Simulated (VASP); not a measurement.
Set up this calculation in VASP 6.6.1, as the native input.

* Task: single point
* Functional: PBE
* Potentials or basis: VASP PAW PBE potentials, release 64 (Ba_sv, V_sv, Tl_d, O)
* Cutoff: 600 eV
* k mesh: 2 × 2 × 2
* Occupations: fermi-dirac, width 0.05 eV
* Spin: collinear spin, ferromagnetic start
* Starting moments: [0.0, 0.0, 2.0, 2.0, 2.0, 0.0, 0.0, 0.0, 0.0, 0.0, 0.0, 0.0, 0.0, 0.0, 0.0, 0.0, 0.0, 0.0, 0.0, 0.0, 0.0, 0.0] μB
* Dipole correction: no
* Further INCAR settings: ALGO = Normal; EDIFF = 1e-06; NBANDS = 119

The structure of Ba2Tl5V3O12 lies in POSCAR:

```
Ba2Tl5V3O12
1.0
    4.2483636085      2.4527938730      6.0922520649
   -4.2483636085      2.4527938730      6.0922520649
    0.0000000000     -4.9055877459      6.0922520649
Ba V Tl O
2 3 5 12
Direct
    0.5000000000      0.5000000000      0.5000000000
    0.0000000000      0.0000000000      0.0000000000
    0.5000000000      0.5000000000      0.0000000000
    0.0000000000      0.5000000000      0.5000000000
    0.5000000000      0.0000000000      0.5000000000
    0.0000000000      0.0000000000      0.5000000000
    0.5000000000      0.0000000000      0.0000000000
    0.0000000000      0.5000000000      0.0000000000
    0.7396633403      0.7396633403      0.7396633403
    0.2603366597      0.2603366597      0.2603366597
    0.7166468834      0.0812592302      0.4135407047
    0.4135407047      0.7166468834      0.0812592302
    0.0812592302      0.4135407047      0.7166468834
    0.5864592953      0.9187407698      0.2833531166
    0.9187407698      0.2833531166      0.5864592953
    0.2833531166      0.5864592953      0.9187407698
    0.2833531166      0.9187407698      0.5864592953
    0.5864592953      0.2833531166      0.9187407698
    0.9187407698      0.5864592953      0.2833531166
    0.4135407047      0.0812592302      0.7166468834
    0.0812592302      0.7166468834      0.4135407047
    0.7166468834      0.4135407047      0.0812592302
```

These files were run (other wordings do the same):

INCAR

```
  PREC = Accurate
  ENCUT = 600
  EDIFF = 1E-6
  ISMEAR = -1
  SIGMA = 0.05
  LREAL = F
  LASPH = T
  NELM = 200
  ALGO = Normal
  ISIF = 2
  LWAVE = F
  LCHARG = F
  ISPIN = 2
  MAGMOM = 0 0 2 2 2 0 0 0 0 0 0 0 0 0 0 0 0 0 0 0 0 0
  LORBIT = 11
  LMAXMIX = 4
  GGA = PE
  NBANDS = 119
  GGA_COMPAT = F
```

KPOINTS

```
Automatic mesh
0
Gamma
  2 2 2
```

Potentials or basis: VASP PAW PBE potentials, release 64 (Ba_sv, V_sv, Tl_d, O).

Run with:

```console
$ cat potpaw_PBE.64/Ba_sv/POTCAR potpaw_PBE.64/V_sv/POTCAR potpaw_PBE.64/Tl_d/POTCAR potpaw_PBE.64/O/POTCAR > POTCAR
$ mpirun -np 1 vasp_std > vasp.out
```

Results of the run:

| Quantity | Value |
| --- | --- |
| Pressure | 0.3 GPa |
| Largest force | 0.087 eV/Å |
| Net moment | -1.48 μB per cell |
| Site moments | Ba -0.00, +0.00; V -0.41; Tl -0.01, -0.05 (each value once); O +0.01 μB |
| Valence electrons inside the program's atomic spheres | Ba 7.74; V 11.70; Tl 11.13, 11.29 (each value once); O 4.93 |

Caveat: the k points lie up to 0.46 Å⁻¹ apart; a moment this small can come from the mesh or the smearing.

Run time: 9.1 min on 1 thread of AMD EPYC 9R45 96-Core Processor (Zen 5), on a shared host, peak memory 0.92 GiB.
